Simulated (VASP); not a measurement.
# GaO (P6_3/mmc) in VASP: single point with PBEsol

Aim: the single point of GaO with PBEsol.

Everything below comes from runs of VASP 6.6.1. Logs are shortened: lines on timing, memory, paths and dates and some standing lists are left out, and cuts for length are marked.

### Step 1. The cell of the first run

The structure is hexagonal, space group P6_3/mmc (No. 194). The conventional cell has a = 3.069 Å, b = 3.069 Å, c = 12.977 Å, α = 90.00°, β = 90.00°, γ = 120.00°. Within 2.5 Å of Ga (site symmetry 3m) lie 3 O at 1.91 Å and 1 Ga at 2.48 Å. O (site symmetry 3m) has 3 Ga at 1.91 Å within 2.5 Å.

### Step 2. Single point, PBEsol

The input, INCAR:

```
SYSTEM = GaO
  ALGO = Normal
  EDIFF = 1E-6
  ENCUT = 520
  GGA = PS
  ISIF = 2
  ISMEAR = 0
  LASPH = .True.
  LCHARG = .False.
  LREAL = .False.
  LWAVE = .False.
  NBANDS = 48
  NELM = 100
  PREC = Accurate
  SIGMA = 0.1
```

The input, KPOINTS:

```
k-points
0
Gamma
  6 6 2
  0 0 0
```

The input, POSCAR:

```
GaO
1.0
    3.0693346496      0.0000000000      0.0000000000
   -1.5346673248      2.6581217793      0.0000000000
    0.0000000000      0.0000000000     12.9772058136
Ga O
4 4
Direct
    0.3333333333      0.6666666667      0.1544505463
    0.6666666667      0.3333333333      0.6544505463
    0.3333333333      0.6666666667      0.3455494537
    0.6666666667      0.3333333333      0.8455494537
    0.3333333333      0.6666666667      0.5988959730
    0.6666666667      0.3333333333      0.0988959730
    0.3333333333      0.6666666667      0.9011040270
    0.6666666667      0.3333333333      0.4011040270
```

Potentials or basis: VASP PAW PBE potentials, release 64 (Ga_d, O).

Started as:

```console
$ cat potpaw_PBE.64/Ga_d/POTCAR potpaw_PBE.64/O/POTCAR > POTCAR
$ mpirun -np 1 vasp_std > vasp.out
```

OUTCAR:

```text
SYSTEM = GaO
   EDIFF = 1E-6
   ENCUT = 520
   GGA = PS
   ISIF = 2
   ISMEAR = 0
   LASPH = .True.
   LREAL = .False.
   NELM = 100
   PREC = Accurate

 ion  position               nearest neighbor table
   1  0.333  0.667  0.154-   6 1.91   6 1.91   6 1.91   3 2.48
   2  0.667  0.333  0.654-   5 1.91   5 1.91   5 1.91   4 2.48
   3  0.333  0.667  0.346-   8 1.91   8 1.91   8 1.91   1 2.48
   4  0.667  0.333  0.846-   7 1.91   7 1.91   7 1.91   2 2.48
   5  0.333  0.667  0.599-   2 1.91   2 1.91   2 1.91
   6  0.667  0.333  0.099-   1 1.91   1 1.91   1 1.91
   7  0.333  0.667  0.901-   4 1.91   4 1.91   4 1.91
   8  0.667  0.333  0.401-   3 1.91   3 1.91   3 1.91

  LATTYP: Found a hexagonal cell.
 ALAT       =     3.0693346496
 C/A-ratio  =     4.2280191947

  Lattice vectors:

 A1 = (   3.0693346496,   0.0000000000,   0.0000000000)
 A2 = (  -1.5346673248,   2.6581217793,   0.0000000000)
 A3 = (   0.0000000000,   0.0000000000,  12.9772058136)

Analysis of symmetry for initial positions (statically):
=====================================================================
 Subroutine PRICEL returns:
 Original cell was already a primitive cell.

 Routine SETGRP: Setting up the symmetry group for a
 hexagonal supercell.

 Subroutine GETGRP returns: Found 24 space group operations
 (whereof 12 operations were pure point group operations)
 out of a pool of 24 trial point group operations.

The static configuration has the point symmetry D_3d.
 The point group associated with its full space group is D_6h.

Analysis of symmetry for dynamics (positions and initial velocities):
=====================================================================
 Subroutine PRICEL returns:
 Original cell was already a primitive cell.

 Routine SETGRP: Setting up the symmetry group for a
 hexagonal supercell.

 Subroutine GETGRP returns: Found 24 space group operations
 (whereof 12 operations were pure point group operations)
 out of a pool of 24 trial point group operations.

The dynamic configuration has the point symmetry D_3d.
 The point group associated with its full space group is D_6h.

 Subroutine INISYM returns: Found 24 space group operations
 (whereof 12 operations are pure point group operations),
 and found     1 'primitive' translations

----------------------------------------------------------------------------------------

[... 98 lines left out ...]
   NFREE  =      0    steps in history (QN), initial steepest desc. (CG)
   ISIF   =      2    stress and relaxation
   ISYM   =      2    0-nonsym 1-usesym 2-fastsym
   POTIM  = 0.5000    time-step for ionic-motion
   TEBEG  =    0.0;   TEEND  =   0.0 temperature during run
   PSTRESS=    0.0 pullay stress
   NELECT =      76.0000    total number of electrons
   NUPDOWN=      -1.0000    fix difference up-down
   EMIN   =  10.00;   EMAX   =-10.00  energy-range for DOS
   EFERMI =   0.00;   METHOD = LEGACY
   ISMEAR =     0;   SIGMA  =   0.10  broadening in eV -4-tet -1-fermi 0-gaus
   EFERMI_NEDOS =   21; number of points for ismear=-14 and -15
   IALGO  =     38    algorithm
   IMIX   =      4    mixing-type and parameters
     AMIX     =   0.40;   BMIX     =  1.00
     AMIX_MAG =   1.60;   BMIX_MAG =  1.00
  volume/ion in A,a.u.               =      13.23        89.31
  Fermi-wavevector in a.u.,A,eV,Ry     =   1.465815  2.769989 29.233676  2.148615
  Thomas-Fermi vector in A             =   2.581627
   LORBIT       =      0    0 simple, 1 ext, 2 COOP (PROOUT), +10 PAW based schemes
   GGA     = PS    functional components
   LHFCALC =     F    Hartree Fock is set to
   AEXX    =    0.0000 exact exchange contribution
   IVDW    =     0    specifies the selected vdW correction
   LEPSILON=     F    determine dielectric tensor
   LRPA    =     F    only Hartree local field effects (RPA)
 non-spin polarized calculation
 Gauss-broadening in eV      SIGMA  =   0.10
  energy-cutoff  :      520.00
  volume of cell :      105.88
 maximum number of plane-waves:      2881
 NGX is ok and might be reduce to    24
   NGX = 11   NGY = 11   NGZ = 49

 number of electron      75.9999987 magnetization

 Free energy of the ion-electron system (eV)
  ---------------------------------------------------
  ext. energy  EPLUGINS =         0.00000000
  ---------------------------------------------------
  free energy    TOTEN  =       -46.14242755 eV

  energy without entropy =      -46.14242755  energy(sigma->0) =      -46.14242755

 E-fermi :   3.8993     XC(G=0): -10.9411

 val. band max:        3.4072395708   @ k =   0.1667   0.0000   0.0000
 cond. band min:       4.5294247411   @ k =   0.0000   0.0000   0.0000
 fundamental gap:      1.1221851703
 Fermi energy:         3.8993043798

 k-point     1 :       0.0000    0.0000    0.0000
  band No.  band energies     occupation
      1     -15.6578      2.00000
      2     -15.5832      2.00000
      3     -15.4606      2.00000
      4     -15.3814      2.00000
      5     -10.3619      2.00000
      6     -10.3619      2.00000
[... 703 lines left out ...]
     47      12.5916      0.00000
     48      12.5916      0.00000

------------------------ aborting loop because EDIFF is reached ----------------------------------------

  FORCE on cell =-STRESS in cart. coord.  units (eV):
  Direction    XX          YY          ZZ          XY          YZ          ZX
  --------------------------------------------------------------------------------------
  -------------------------------------------------------------------------------------
  Total        0.1104263      0.1104263     -0.3304454      0.0000000     -0.0000000      0.0000000
  in kB        1.6710251      1.6710251     -5.0004610      0.0000000     -0.0000000      0.0000000
  external PRESSURE =      -0.5528036 kB  Pullay stress =       0.0000000 kB

 VOLUME and BASIS-vectors are now :
 -----------------------------------------------------------------------------
  energy-cutoff  :      520.00
  volume of cell :      105.88
      direct lattice vectors                 reciprocal lattice vectors
     3.069334650  0.000000000  0.000000000     0.325803509  0.188102744  0.000000000
    -1.534667325  2.658121779  0.000000000     0.000000000  0.376205488  0.000000000
     0.000000000  0.000000000 12.977205814     0.000000000  0.000000000  0.077058191

 POSITION                                       TOTAL-FORCE (eV/Angst)
 -----------------------------------------------------------------------------------
     -0.00000      1.77208      2.00434         0.000000      0.000000      0.038026
      1.53467      0.88604      8.49294        -0.000000      0.000000      0.038026
     -0.00000      1.77208      4.48427         0.000000      0.000000     -0.038026
      1.53467      0.88604     10.97287        -0.000000     -0.000000     -0.038026
     -0.00000      1.77208      7.77200         0.000000     -0.000000     -0.015991
      1.53467      0.88604      1.28339         0.000000     -0.000000     -0.015991
     -0.00000      1.77208     11.69381        -0.000000      0.000000      0.015991
      1.53467      0.88604      5.20521         0.000000      0.000000      0.015991
 -----------------------------------------------------------------------------------
    total drift:                               -0.000000      0.000000     -0.000000

  FREE ENERGIE OF THE ION-ELECTRON SYSTEM (eV)
  ---------------------------------------------------
  free  energy   TOTEN  =       -46.1424275465 eV

  energy  without entropy=      -46.1424275465  energy(sigma->0) =      -46.14242755
```

stdout:

```text
POSCAR found type information on POSCAR GaO
 POSCAR found :  2 types and       8 ions
 scaLAPACK will be used
 -----------------------------------------------------------------------------
|                                                                             |
|                                                                             |
|     You enforced a specific xc type in the INCAR file but a different       |
|     I HOPE YOU KNOW WHAT YOU ARE DOING!                                     |
|                                                                             |
 -----------------------------------------------------------------------------

 LDA part: xc-table for (Slater+PW92), standard interpolation
 POSCAR, INCAR and KPOINTS ok, starting setup
 FFT: planning ... GRIDC
 FFT: planning ... GRID_SOFT
 FFT: planning ... GRID
 WAVECAR not read
 entering main loop
```

It took 61 s on 1 thread of Intel Xeon Platinum 8259CL at 2.50GHz (Skylake/Cascade Lake), shared host; peak memory 0.24 GiB.

What came out:

- Free energy: -46.1424 eV
- Pressure: -0.1 GPa
- Largest force: 0.038 eV/Å
- Band gap on the k mesh: 1.12 eV, indirect (least direct gap 1.15 eV)

Forces in eV/Å, atoms in the order of the input:
```
Ga   0.000  0.000  0.038
Ga   0.000  0.000  0.038
Ga   0.000  0.000 -0.038
Ga   0.000  0.000 -0.038
O    0.000  0.000 -0.016
O    0.000  0.000 -0.016
O    0.000  0.000  0.016
O    0.000  0.000  0.016
```

Stress tensor (GPa, compression positive):
```
 0.17  0.00  0.00
 0.00  0.17  0.00
 0.00  0.00 -0.50
```

Levels at points of the mesh, in eV from the valence-band top:
| k point | band 35 | band 36 | band 37 | band 38 | band 39 | band 40 | band 41 | band 42 |
| --- | --- | --- | --- | --- | --- | --- | --- | --- |
| (0.00, 0.00, 0.00) | -2.13 | -2.13 | -1.45 | -0.02 | 1.12 | 2.26 | 4.50 | 4.75 |
| (0.50, 0.00, 0.00) | -2.66 | -2.38 | -0.63 | -0.22 | 2.48 | 2.96 | 5.38 | 5.44 |
| (0.00, 0.00, 0.50) | -2.15 | -2.15 | -0.78 | -0.78 | 1.79 | 1.79 | 4.64 | 4.64 |
| (0.50, 0.00, 0.50) | -2.51 | -2.51 | -0.42 | -0.42 | 2.71 | 2.71 | 5.46 | 5.46 |

Caveat: the PAW data sets were made with another functional, which shifts forces and pressure a little. A k mesh can miss the band edges.
